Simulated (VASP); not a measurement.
# Ti3Al (P-6m2) in VASP: a series of runs

The runs below take Ti3Al through single point, relaxation of cell and atoms, with LDA.

All numbers are computed with VASP 6.6.1; they aren't measurements. Logs are shortened: lines on timing, memory, paths and dates and some standing lists are left out, and cuts for length are marked.

## (1) The cell of the first run

Symmetry: P-6m2, No. 187, hexagonal system. The conventional cell has a = 2.928 Å, b = 2.928 Å, c = 9.226 Å, α = 90.00°, β = 90.00°, γ = 120.00°. Within 3.8 Å of Ti (site symmetry -6m2) lie 12 Ti at 2.86 to 2.93 Å. Within 3.8 Å of Ti (site symmetry 3m) lie 9 Ti at 2.86 to 2.93 Å and 3 Al at 2.86 Å. Within 3.8 Å of Al (site symmetry -6m2) lie 6 Ti at 2.86 Å and 6 Al at 2.93 Å.

## (2) Single point, LDA

The input, INCAR:

```
PREC     = Accurate       # precision mode
ENCUT    = 500            # plane-wave cutoff, eV
EDIFF    = 1E-6           # SCF threshold, eV
ISMEAR   = 0              # smearing method
SIGMA    = 0.1            # smearing width, eV
LREAL    = F              # projectors in reciprocal space
LASPH    = T              # aspherical terms in the spheres
NELM     = 120            # most SCF steps
ALGO     = Normal         # electronic algorithm
ISIF     = 2              # what is computed and relaxed
LWAVE    = F              # write WAVECAR
LCHARG   = F              # write CHGCAR
GGA      = CA             # functional
NBANDS   = 28             # bands
GGA_COMPAT= F
```

The input, KPOINTS:

```
Automatic mesh
0
Gamma
  9 9 2
```

The input, POSCAR:

```
Ti3Al
1.0
    2.9275422229      0.0000000000      0.0000000000
   -1.4637711114      2.5353259357      0.0000000000
    0.0000000000      0.0000000000      9.2263620000
Ti Al
3 1
Direct
    0.6666666700      0.3333333300      0.0000000000
    0.3333333300      0.6666666700      0.7505940000
    0.3333333300      0.6666666700      0.2494060000
    0.6666666700      0.3333333300      0.5000000000
```

Potentials or basis: VASP PAW LDA potentials, release 64 (Ti_sv, Al).

On the command line:

```sh
$ cat potpaw_LDA.64/Ti_sv/POTCAR potpaw_LDA.64/Al/POTCAR > POTCAR
$ mpirun -np 1 vasp_std > vasp.out
```

OUTCAR:

```text
PREC = Accurate
   ENCUT = 500
   EDIFF = 1E-6
   ISMEAR = 0
   LREAL = F
   LASPH = T
   NELM = 120
   ISIF = 2
   GGA = CA

 ion  position               nearest neighbor table
   1  0.667  0.333  0.000-   2 2.86   3 2.86   2 2.86   3 2.86   2 2.86   3 2.86
   2  0.333  0.667  0.751-   1 2.86   1 2.86   1 2.86   4 2.86   4 2.86   4 2.86
   3  0.333  0.667  0.249-   1 2.86   1 2.86   1 2.86   4 2.86   4 2.86   4 2.86
   4  0.667  0.333  0.500-   2 2.86   3 2.86   2 2.86   3 2.86   2 2.86   3 2.86

  LATTYP: Found a hexagonal cell.
 ALAT       =     2.9275422229
 C/A-ratio  =     3.1515726495

  Lattice vectors:

 A1 = (   2.9275422229,   0.0000000000,   0.0000000000)
 A2 = (  -1.4637711114,   2.5353259357,   0.0000000000)
 A3 = (   0.0000000000,   0.0000000000,   9.2263620000)

Analysis of symmetry for initial positions (statically):
=====================================================================
 Subroutine PRICEL returns:
 Original cell was already a primitive cell.

 Routine SETGRP: Setting up the symmetry group for a
 hexagonal supercell.

 Subroutine GETGRP returns: Found 12 space group operations
 (whereof 12 operations were pure point group operations)
 out of a pool of 24 trial point group operations.

The static configuration has the point symmetry D_3h.

Analysis of symmetry for dynamics (positions and initial velocities):
=====================================================================
 Subroutine PRICEL returns:
 Original cell was already a primitive cell.

 Routine SETGRP: Setting up the symmetry group for a
 hexagonal supercell.

 Subroutine GETGRP returns: Found 12 space group operations
 (whereof 12 operations were pure point group operations)
 out of a pool of 24 trial point group operations.

The dynamic configuration has the point symmetry D_3h.

 Subroutine INISYM returns: Found 12 space group operations
 (whereof 12 operations are pure point group operations),
 and found     1 'primitive' translations

----------------------------------------------------------------------------------------

                                     Primitive cell

  volume of cell :      68.4806

  direct lattice vectors                    reciprocal lattice vectors
     2.927542223  0.000000000  0.000000000     0.341583459  0.197213302  0.000000000
    -1.463771111  2.535325936  0.000000000     0.000000000  0.394426604  0.000000000
     0.000000000  0.000000000  9.226362000     0.000000000  0.000000000  0.108385082

  length of vectors
     2.927542223  2.927542223  9.226362000     0.394426604  0.394426604  0.108385082

  position of ions in fractional coordinates (direct lattice)
     0.666666670  0.333333330  0.000000000
     0.333333330  0.666666670  0.750594000
     0.333333330  0.666666670  0.249406000
     0.666666670  0.333333330  0.500000000

  ion indices of the primitive-cell ions
   primitive index   ion index
                 1           1
                 2           2
                 3           3
                 4           4

----------------------------------------------------------------------------------------

 KPOINTS: Automatic mesh

Automatic generation of k-mesh.
 Grid dimensions read from file:
 generate k-points for:    9    9    2

 Generating k-lattice:

  Cartesian coordinates                     Fractional coordinates (reciprocal lattice)
     0.037953718  0.021912589  0.000000000     0.111111111  0.000000000  0.000000000
     0.000000000  0.043825178  0.000000000     0.000000000  0.111111111  0.000000000
     0.000000000  0.000000000  0.054192541     0.000000000  0.000000000  0.500000000

  Length of vectors
     0.043825178  0.043825178  0.054192541

  Shift w.r.t. Gamma in fractional coordinates (k-lattice)
     0.000000000  0.000000000  0.000000000

 Subroutine IBZKPT returns following result:
 ===========================================

 Found     24 irreducible k-points:

 Following reciprocal coordinates:
            Coordinates               Weight
  0.000000  0.000000  0.000000      1.000000
  0.111111  0.000000  0.000000      6.000000
  0.222222  0.000000  0.000000      6.000000
  0.333333  0.000000  0.000000      6.000000
  0.444444  0.000000  0.000000      6.000000
  0.111111  0.111111  0.000000      6.000000
[... 16 lines left out ...]
  0.333333  0.222222  0.500000     12.000000
  0.333333  0.333333  0.500000      2.000000
   k-points           NKPTS =     24   k-points in BZ     NKDIM =     24   number of bands    NBANDS=     28
   number of dos      NEDOS =    301   number of ions     NIONS =      4
   total plane-waves  NPLWV =  40320
   dimension x,y,z NGX =    24 NGY =   24 NGZ =   70
   dimension x,y,z NGXF=    48 NGYF=   48 NGZF=  140
   ions per type =               3   1
   NGX,Y,Z   is equivalent  to a cutoff of  13.63, 13.63, 12.61 a.u.
   NGXF,Y,Z  is equivalent  to a cutoff of  27.26, 27.26, 25.23 a.u.
 SYSTEM =  unknown system
   PREC   = accura    normal or accurate (medium, high low for compatibility)
   ISTART =      0    job   : 0-new  1-cont  2-samecut
   ICHARG =      2    charge: 1-file 2-atom 10-const
   ISPIN  =      1    spin polarized calculation?
   LNONCOLLINEAR =      F non collinear calculations
   LSORBIT =      F    spin-orbit coupling
   LASPH  =      T    aspherical Exc in radial PAW
   ENCUT  =  500.0 eV  36.75 Ry    6.06 a.u.   5.34  5.34 16.82*2*pi/ulx,y,z
   NELM   =    120;   NELMIN=  2; NELMDL= -5     # of ELM steps
   EDIFF  = 0.1E-05   stopping-criterion for ELM
   LREAL  =      F    real-space projection
   EDIFFG = 0.1E-04   stopping-criterion for IOM
   NSW    =      0    number of steps for IOM
   IBRION =     -1    ionic relax: 0-MD 1-quasi-New 2-CG
   NFREE  =      0    steps in history (QN), initial steepest desc. (CG)
   ISIF   =      2    stress and relaxation
   ISYM   =      2    0-nonsym 1-usesym 2-fastsym
   POTIM  = 0.5000    time-step for ionic-motion
   TEBEG  =    0.0;   TEEND  =   0.0 temperature during run
   PSTRESS=    0.0 pullay stress
   NELECT =      39.0000    total number of electrons
   NUPDOWN=      -1.0000    fix difference up-down
   EMIN   =  10.00;   EMAX   =-10.00  energy-range for DOS
   EFERMI =   0.00;   METHOD = LEGACY
   ISMEAR =     0;   SIGMA  =   0.10  broadening in eV -4-tet -1-fermi 0-gaus
   EFERMI_NEDOS =   21; number of points for ismear=-14 and -15
   IALGO  =     38    algorithm
   IMIX   =      4    mixing-type and parameters
     AMIX     =   0.40;   BMIX     =  1.00
     AMIX_MAG =   1.60;   BMIX_MAG =  1.00
  volume/ion in A,a.u.               =      17.12       115.53
  Fermi-wavevector in a.u.,A,eV,Ry     =   1.356981  2.564323 25.053746  1.841398
  Thomas-Fermi vector in A             =   2.483938
   LORBIT       =      0    0 simple, 1 ext, 2 COOP (PROOUT), +10 PAW based schemes
   GGA     = CA    functional components
   LHFCALC =     F    Hartree Fock is set to
   AEXX    =    0.0000 exact exchange contribution
   IVDW    =     0    specifies the selected vdW correction
   LEPSILON=     F    determine dielectric tensor
   LRPA    =     F    only Hartree local field effects (RPA)
 non-spin polarized calculation
 Gauss-broadening in eV      SIGMA  =   0.10
  energy-cutoff  :      500.00
  volume of cell :       68.48
 maximum number of plane-waves:      1774
 NGX is ok and might be reduce to    24
   NGX = 11   NGY = 11   NGZ = 33

 number of electron      38.9999989 magnetization

 Free energy of the ion-electron system (eV)
  ---------------------------------------------------
  ext. energy  EPLUGINS =         0.00000000
  ---------------------------------------------------
  free energy    TOTEN  =       -30.23031676 eV

  energy without entropy =      -30.20652520  energy(sigma->0) =      -30.21842098

 E-fermi :   7.7657     XC(G=0): -11.4474

 val. band max:        7.7473744398   @ k =   0.3333   0.2222   0.0000
 cond. band min:       7.7839881652   @ k =   0.3333   0.3333   0.5000
 fundamental gap:      0.0366137255
 Fermi energy:         7.7657465303

 k-point     1 :       0.0000    0.0000    0.0000
  band No.  band energies     occupation
      1     -48.2775      2.00000
      2     -48.2301      2.00000
      3     -48.1641      2.00000
      4     -25.1883      2.00000
      5     -24.9378      2.00000
      6     -24.6341      2.00000
[... 20 lines left out ...]
     27       9.8024      0.00000
     28      10.4150      0.00000

 k-point     2 :       0.1111    0.0000    0.0000
  band No.  band energies     occupation
      1     -48.2654      2.00000
      2     -48.2210      2.00000
      3     -48.1579      2.00000
      4     -25.1675      2.00000
      5     -24.9385      2.00000
      6     -24.6710      2.00000
[... 20 lines left out ...]
     27       9.6997      0.00000
     28      10.3254      0.00000

 k-point     3 :       0.2222    0.0000    0.0000
  band No.  band energies     occupation
      1     -48.2340      2.00000
      2     -48.1978      2.00000
      3     -48.1431      2.00000
      4     -25.1155      2.00000
      5     -24.9610      2.00000
      6     -24.7928      2.00000
[... 20 lines left out ...]
     27       9.7866      0.00000
     28      10.3254      0.00000

 k-point     4 :       0.3333    0.0000    0.0000
  band No.  band energies     occupation
      1     -48.1955      2.00000
      2     -48.1713      2.00000
      3     -48.1285      2.00000
      4     -25.0811      2.00000
      5     -25.0487      2.00000
      6     -24.9226      2.00000
[... 578 lines left out ...]
     27      11.0331      0.00000
     28      11.2085      0.00000

 k-point    23 :       0.3333    0.2222    0.5000
  band No.  band energies     occupation
      1     -48.1527      2.00000
      2     -48.1463      2.00000
      3     -48.1214      2.00000
      4     -25.0762      2.00000
      5     -25.0640      2.00000
      6     -24.9811      2.00000
[... 20 lines left out ...]
     27      10.8739      0.00000
     28      11.1338      0.00000

 k-point    24 :       0.3333    0.3333    0.5000
  band No.  band energies     occupation
      1     -48.1417      2.00000
      2     -48.1417      2.00000
      3     -48.1231      2.00000
      4     -25.0374      2.00000
      5     -25.0257      2.00000
      6     -24.9838      2.00000
[... 20 lines left out ...]
     27      11.0109      0.00000
     28      11.0210      0.00000

------------------------ aborting loop because EDIFF is reached ----------------------------------------

  FORCE on cell =-STRESS in cart. coord.  units (eV):
  Direction    XX          YY          ZZ          XY          YZ          ZX
  --------------------------------------------------------------------------------------
  -------------------------------------------------------------------------------------
  Total       -2.9627302     -2.9627302     -3.1427454     -0.0000000     -0.0000000      0.0000000
  in kB      -69.3162781    -69.3162781    -73.5279271     -0.0000000     -0.0000000      0.0000000
  external PRESSURE =     -70.7201611 kB  Pullay stress =       0.0000000 kB

 VOLUME and BASIS-vectors are now :
 -----------------------------------------------------------------------------
  energy-cutoff  :      500.00
  volume of cell :       68.48
      direct lattice vectors                 reciprocal lattice vectors
     2.927542223  0.000000000  0.000000000     0.341583459  0.197213302  0.000000000
    -1.463771111  2.535325936  0.000000000     0.000000000  0.394426604  0.000000000
     0.000000000  0.000000000  9.226362000     0.000000000  0.000000000  0.108385082

 POSITION                                       TOTAL-FORCE (eV/Angst)
 -----------------------------------------------------------------------------------
      1.46377      0.84511      0.00000         0.000000      0.000000      0.000000
     -0.00000      1.69022      6.92525        -0.000000     -0.000000      0.157324
     -0.00000      1.69022      2.30111         0.000000     -0.000000     -0.157324
      1.46377      0.84511      4.61318        -0.000000      0.000000      0.000000
 -----------------------------------------------------------------------------------
    total drift:                                0.000028     -0.000016      0.000000

  FREE ENERGIE OF THE ION-ELECTRON SYSTEM (eV)
  ---------------------------------------------------
  free  energy   TOTEN  =       -30.2303167608 eV

  energy  without entropy=      -30.2065252021  energy(sigma->0) =      -30.21842098
```

Run time: 77 s. Hardware: 1 thread of Intel Xeon 8259CL, shared host; peak memory 0.18 GiB.

Results:

* Free energy: -30.2303 eV
* Pressure: -7.1 GPa
* Largest force: 0.157 eV/Å
* Band gap on the k mesh: zero (an odd number of electrons rules out a gap without spin polarisation)

Forces in eV/Å, atoms in the order of the input:
```
Ti   0.000  0.000  0.000
Ti   0.000  0.000  0.157
Ti   0.000  0.000 -0.157
Al   0.000  0.000  0.000
```

Caveat: the cell stands under tension.

## (3) Single point, LDA

This run uses another cell than the first one, of 16.04 Å³/atom.

The input, INCAR:

```
PREC = Accurate ; ENCUT = 500
EDIFF = 1E-6 ; ISMEAR = 0
SIGMA = 0.1 ; LREAL = False
LASPH = True ; NELM = 120
ALGO = Normal ; ISIF = 2
LWAVE = False ; LCHARG = True
GGA = CA ; LELF = True
LVHAR = True ; NBANDS = 28
GGA_COMPAT = False
```

The input, KPOINTS:

```
Automatic mesh
0
Gamma
  18 18 6
```

The input, POSCAR:

```
Ti3Al
1.0
    2.8609562337      0.0000000000      0.0000000000
   -1.4304781168      2.4776607775      0.0000000000
    0.0000000000      0.0000000000      9.0520876149
Ti Al
3 1
Direct
    0.6666666667      0.3333333333      0.0000000000
    0.3333333333      0.6666666667      0.7515365738
    0.3333333333      0.6666666667      0.2484634262
    0.6666666667      0.3333333333      0.5000000000
```

Potentials or basis: VASP PAW LDA potentials, release 64 (Ti_sv, Al).

On the command line:

```sh
$ cat potpaw_LDA.64/Ti_sv/POTCAR potpaw_LDA.64/Al/POTCAR > POTCAR
$ mpirun -np 1 vasp_std > vasp.out
```

It took 8.8 min on 1 thread of Intel Xeon 8259CL, shared host; peak memory 0.31 GiB.

The run converged. Its results:

```
Free energy            : -30.3517 eV
Pressure               : -0.1 GPa
Largest force          : 0.010 eV/Å
Band gap on the k mesh : zero (an odd number of electrons rules out a gap without spin polarisation)
```

Forces on the atoms (eV/Å):
```
Ti   0.000  0.000  0.000
Ti   0.000  0.000  0.010
Ti   0.000  0.000 -0.010
Al   0.000  0.000  0.000
```

Levels at points of the mesh, in eV from the Fermi level:
```
           k point  band 18  band 19  band 20  band 21  band 22  band 23
(0.00, 0.00, 0.00)     0.65     0.77     0.84     0.84     0.94     0.94
(0.50, 0.00, 0.00)    -1.33    -0.66    -0.30     0.92     1.15     1.27
(0.00, 0.00, 0.50)     0.56     0.80     0.85     0.85     0.93     0.93
(0.50, 0.00, 0.50)    -1.30    -1.02     0.13     0.88     0.99     1.15
```

## (4) Relaxation of cell and atoms, LDA

The input, INCAR:

```
SYSTEM = Ti3Al
PREC = Accurate
ENCUT = 500
EDIFF = 1E-7
ISMEAR = 0
SIGMA = 0.1
LREAL = .False.
LASPH = .True.
NELM = 120
ALGO = Normal
ISIF = 3
LWAVE = .False.
LCHARG = .False.
IBRION = 2
NSW = 100
EDIFFG = -0.005
GGA_COMPAT = .False.
NELMIN = 4
```

The input, KPOINTS:

```
regular mesh
0
Gamma
  18 18 6
  0 0 0
```

The input, POSCAR:

```
Ti3Al
1.0
    2.9275422229      0.0000000000      0.0000000000
   -1.4637711114      2.5353259357      0.0000000000
    0.0000000000      0.0000000000      9.2263620000
Ti Al
3 1
Direct
    0.6666666700      0.3333333300      0.0000000000
    0.3333333300      0.6666666700      0.7505940000
    0.3333333300      0.6666666700      0.2494060000
    0.6666666700      0.3333333300      0.5000000000
```

On the command line:

```sh
$ cat potpaw_LDA.64/Ti_sv/POTCAR potpaw_LDA.64/Al/POTCAR > POTCAR
$ mpirun -np 1 vasp_std > vasp.out
```

Run time: 41 min. Hardware: 1 thread of Intel Xeon 8259CL, shared host; peak memory 0.32 GiB.

The run converged. Its results:

```yaml
Free_energy: -30.3533 eV
Relaxed_volume: 16.03 Å³/atom
Relaxed_cell: a = 2.860 Å, b = 2.860 Å, c = 9.052 Å, α = 90.00°, β = 90.00°, γ = 120.00°
Space_group_after_relaxing_to_0.1_Å: P-6m2 (No. 187)
Energy_gained_by_relaxing: 25.8 meV/atom
Ionic_steps: 11
Pressure_after_relaxing: 0.0 GPa
Band_gap_on_the_k_mesh: zero (an odd number of electrons rules out a gap without spin polarisation)
```

Step by step:
| step | energy change (eV) | largest force (eV/Å) | pressure (GPa) | volume (Å³) |
| --- | --- | --- | --- | --- |
| 1 | 0.0000 | 0.1292 | -7.14 | 68.48 |
| 2 | -0.0470 | 0.0086 | 6.25 | 61.20 |
| 3 | -0.1022 | 0.0636 | -0.03 | 64.15 |
| 4 | -0.1022 | 0.0620 | 0.12 | 64.07 |
| 5 | -0.1029 | 0.0279 | 0.12 | 64.05 |
| 6 | -0.1030 | 0.0148 | 0.13 | 64.05 |
| 7 | -0.1030 | 0.0103 | -0.09 | 64.17 |
| 8 | -0.1031 | 0.0114 | -0.04 | 64.14 |
| 9 | -0.1031 | 0.0117 | -0.03 | 64.13 |
| 10 | -0.1031 | 0.0066 | -0.01 | 64.13 |
| 11 | -0.1031 | 0.0013 | 0.00 | 64.13 |

Final structure:
```
Ti Al
1.0
     2.86014    0.00000    0.00000
    -1.43007    2.47695    0.00000
     0.00000    0.00000    9.05160
Ti Al
3 1
Cartesian
  1.4301 0.8257 0.0000
  0.0000 1.6513 6.8034
  0.0000 1.6513 2.2481
  1.4301 0.8257 4.5258
```

Levels at points of the mesh, in eV from the Fermi level:
| k point | band 18 | band 19 | band 20 | band 21 | band 22 | band 23 |
| --- | --- | --- | --- | --- | --- | --- |
| (0.00, 0.00, 0.00) | 0.65 | 0.77 | 0.85 | 0.85 | 0.94 | 0.94 |
| (0.50, 0.00, 0.00) | -1.33 | -0.66 | -0.30 | 0.92 | 1.15 | 1.27 |
| (0.00, 0.00, 0.50) | 0.56 | 0.81 | 0.85 | 0.85 | 0.93 | 0.93 |
| (0.50, 0.00, 0.50) | -1.30 | -1.02 | 0.13 | 0.88 | 0.99 | 1.15 |

## (5) Summary

| task | cell | k mesh | gap on the mesh (eV) | pressure (GPa) | largest force (eV/Å) |
| --- | --- | --- | --- | --- | --- |
| single point | a = 2.928, b = 2.928, c = 9.226 Å, angles 90.0, 90.0, 120.0°, 4 atoms | 9 × 9 × 2 | none | -7.1 | 0.16 |
| single point | a = 2.861, b = 2.861, c = 9.052 Å, angles 90.0, 90.0, 120.0°, 4 atoms | 18 × 18 × 6 | none | -0.1 | 0.01 |
| relaxation of cell and atoms | relaxed from a = 2.928, b = 2.928, c = 9.226 Å, angles 90.0, 90.0, 120.0°, 4 atoms | 18 × 18 × 6 | none | 0.0 | - |

Alike in all rows: level LDA; potentials or basis VASP PAW LDA potentials, release 64 (Ti_sv, Al); no spin polarisation; cutoff (eV) 500; smearing gaussian 0.1 eV.

Caveats: the cell stands under tension (at least some runs).

Absolute energies hang on the potentials; compare differences alone.
